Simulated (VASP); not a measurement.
Hf3Al2N5, 10 atoms in the cell. It takes space group I4/mmm (No. 139, tetragonal). Conventional cell: a = 3.126 Å, b = 3.126 Å, c = 22.145 Å, α = 90.00°, β = 90.00°, γ = 90.00°. Within 2.9 Å of Hf (site symmetry 4/mmm) lie 6 N at 2.17 to 2.21 Å. Hf (site symmetry 4mm) has 6 N at 2.23 to 2.44 Å and 8 Hf at 3.06 to 3.13 Å and 4 Al at 3.15 Å within 3.2 Å. Al (site symmetry 4mm) has 6 N at 1.93 to 2.23 Å within 2.6 Å. Within 3.2 Å of N (site symmetry 4mm) lie 2 Hf at 2.17 to 2.30 Å and 4 Al at 2.21 Å and 12 N at 2.97 to 3.13 Å. Within 2.6 Å of N (site symmetry 4mm) lie 1 Al at 1.93 Å and 5 Hf at 2.23 to 2.44 Å. N (site symmetry 4/mmm) has 4 Hf at 2.21 Å and 2 Al at 2.23 Å within 2.9 Å. 

```yaml
Program: VASP 6.6.1
Task: single point
Functional: PBE
Potentials_or_basis: VASP PAW PBE potentials, release 64 (Hf_pv, Al, N)
Cutoff: 520 eV
k_mesh: 8 × 8 × 8
Occupations: gaussian, width 0.1 eV
Spin: no spin polarisation
Dipole_correction: no
Further_INCAR_settings: ALGO = Normal; EDIFF = 1e-06; NBANDS = 42
```

Potentials or basis: VASP PAW PBE potentials, release 64 (Hf_pv, Al, N).

The run is started by

```console
$ cat potpaw_PBE.64/Hf_pv/POTCAR potpaw_PBE.64/Al/POTCAR potpaw_PBE.64/N/POTCAR > POTCAR
$ mpirun -np 1 vasp_std > vasp.out
```

Hardware: 1 thread of Intel(R) Xeon(R) 6975P-C (Granite Rapids), on a shared host.

Task: Estimate the wall time of this run.

Result: It took 26 min on 1 thread of Intel(R) Xeon(R) 6975P-C (Granite Rapids), with other jobs on the host, peak memory 1.2 GiB. Counts: scf iterations 14, k points 59.
